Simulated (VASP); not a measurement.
Wanted: the native input for a VASP 6.6.1 run.

* Task: single point
* Functional: revPBE
* Potentials or basis: VASP PAW PBE potentials, release 64 (Bi_d)
* Cutoff: 520 eV
* k mesh: 9 × 9 × 9
* Occupations: fermi-dirac, width 0.1 eV
* Spin: no spin polarisation
* Dipole correction: no
* Further INCAR settings: ALGO = Normal; EDIFF = 1e-06; NBANDS = 22

The structure of Bi lies in POSCAR:

```
Bi
1.0
    0.0000000000      3.7731760988      3.7731760988
    3.7731760988      0.0000000000      3.7731760988
    3.7731760988      3.7731760988      0.0000000000
Bi
2
Direct
    0.1250000000      0.1250000000      0.1250000000
    0.8750000000      0.8750000000      0.8750000000
```

This isn't the form of Bi at room conditions, which is rhombohedral.

One way to write it, as run:

INCAR

```
SYSTEM = Bi
  PREC = Accurate
  ENCUT = 520
  EDIFF = 1E-6
  ISMEAR = -1
  SIGMA = 0.1
  LREAL = .False.
  LASPH = .True.
  NELM = 80
  ALGO = Normal
  ISIF = 2
  LWAVE = .False.
  LCHARG = .False.
  GGA = RE
  NBANDS = 22
```

KPOINTS

```
Automatic mesh
0
Gamma
  9 9 9
  0 0 0
```

Potentials or basis: VASP PAW PBE potentials, release 64 (Bi_d).

Launch:

```console
$ cat potpaw_PBE.64/Bi_d/POTCAR > POTCAR
$ mpirun -np 1 vasp_std > vasp.out
```

It gave:

* Pressure: -1.8 GPa
* Band gap on the k mesh: zero (bands 15 and 16 overlap by 0.38 eV)

Caveat: the PAW data sets were made with another functional, which shifts forces and pressure a little; spin-orbit coupling is left out, which moves the levels of the heavy elements.

Run time: 2.1 min on 1 thread of Intel Xeon 8259CL, with other jobs on the host, peak memory 0.26 GiB.
